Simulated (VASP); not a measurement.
A run of VASP 6.6.1 is set up as follows.

File POSCAR:

```
InSb
1.0
    0.0000000000      3.2139227572      3.2139227572
    3.2139227572      0.0000000000      3.2139227572
    3.2139227572      3.2139227572      0.0000000000
In Sb
1 1
Direct
    0.0000000000      0.0000000000      0.0000000000
    0.2500000000      0.2500000000      0.2500000000
```

The input INCAR.step1:

```
SYSTEM = InSb
PREC = Accurate
ENCUT = 520
EDIFF = 1E-5
ISMEAR = -1
SIGMA = 0.02
LREAL = .False.
LASPH = .True.
NELM = 60
ALGO = Normal
ISIF = 2
LWAVE = .True.
NBANDS = 16
GGA = PE
```

File INCAR.step2:

```
SYSTEM = InSb
PREC = Accurate
ENCUT = 520
EDIFF = 1E-6
ISMEAR = -1
SIGMA = 0.02
LREAL = .False.
LASPH = .True.
NELM = 60
ALGO = Normal
ISIF = 2
LWAVE = .False.
LCHARG = .True.
GGA = PE
LHFCALC = .True.
HFSCREEN = 0.2079
PRECFOCK = Normal
LELF = .True.
LVHAR = .True.
NBANDS = 16
ISTART = 1
```

The input KPOINTS:

```
regular mesh
0
Gamma
  4 4 4
  0 0 0
```

Potentials or basis: VASP PAW PBE potentials, release 64 (In_d, Sb).

Launch:

```bash
$ cat potpaw_PBE.64/In_d/POTCAR potpaw_PBE.64/Sb/POTCAR > POTCAR
$ cp INCAR.step1 INCAR
$ mpirun -np 1 vasp_std > vasp.out
$ cp INCAR.step2 INCAR
$ mpirun -np 1 vasp_std > vasp.out
```

Task: What does it give for the band gap on the k mesh?

Result: 0.72 eV.

Task: What does it give for the pressure?

Result: 2.4 GPa.

Caveat: the k points lie up to 0.42 Å⁻¹ apart; the cell differs from its parent crystal (strain -2.0%); the PAW data sets were made with another functional, which shifts forces and pressure a little; spin-orbit coupling is left out, which moves the levels of the heavy elements.
